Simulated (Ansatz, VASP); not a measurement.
Two plane-wave programs on AgCl

```
CELL_PARAMETERS angstrom
3.39559 0.00000 0.00000
0.00000 3.39559 0.00000
0.00000 0.00000 3.39559
ATOMIC_POSITIONS crystal
Ag 0.00000 0.00000 0.00000
Cl 0.50000 0.50000 0.50000
```

Alike in both runs: task single point; functional PBE-based screened hybrid; k mesh 4 × 4 × 4; no spin polarisation.

```csv
,VASP,Ansatz
version,VASP 6.6.1,Ansatz 0.2.0
potentials or method,"VASP PAW PBE potentials, release 64 (Ag, Cl)",plane waves
plane-wave cutoff (eV),520,420
occupations,"gaussian, width 0.01 eV",fixed
valence electrons in the cell,18,26
```

```tsv
	VASP	Ansatz	Ansatz less VASP
gap on the k mesh at the Fermi level (eV)	2.03	2.05	+0.017
pressure (GPa)	1.4	1.5	+0.16
```

VASP's potentials were made for PBE, not for PBE-based screened hybrid. VASP's potentials hold 18 valence electrons a cell and Ansatz's 26, so a difference there can come from the potentials and not from the codes. Ansatz's warnings: stress exchange threshold loose, stress scf threshold loose.

The k mesh is coarse, so the values compare programs but aren't converged.
